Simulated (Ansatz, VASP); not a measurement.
## AlN: VASP beside Ansatz

```xyz
4
Lattice="0.0000 -2.0353 -2.0353 0.0000 2.0353 -2.0353 4.0706 0.0000 0.0000" Properties=species:S:1:pos:R:3 pbc="T T T"
Al    0.0000    0.0000   -2.0353
Al    2.0353    0.0000    0.0000
N     2.0199    0.0000   -2.0353
N     0.0154    2.0353   -2.0353
```

Change from the starting cell: mode 10 frozen in at +0.000 Å and mode 12 at -0.015 Å (largest displacements).

Alike in both runs: task single point; functional PBE; k mesh 8 × 8 × 6; occupations gaussian, width 0.05 eV; no spin polarisation.

|  | VASP | Ansatz |
| --- | --- | --- |
| version | VASP 6.6.1 | Ansatz 0.2.0 |
| potentials or method | VASP PAW PBE potentials, release 64 (Al, N), cutoff 600 eV | scalar-relativistic, plane waves, PAW |
| valence electrons in the cell | 16 | 16 |

```csv
,VASP,Ansatz,Ansatz less VASP
gap on the k mesh at the Fermi level (eV),4.41,4.43,+0.022
least direct gap on the mesh (eV),4.42,4.44,+0.022
pressure (GPa),-0.4,0.1,+0.43
rms of the force components (eV/Å),0.159,0.158,-0.0005
```

Atom by atom the forces differ by 0.001 eV/Å (rms over components).
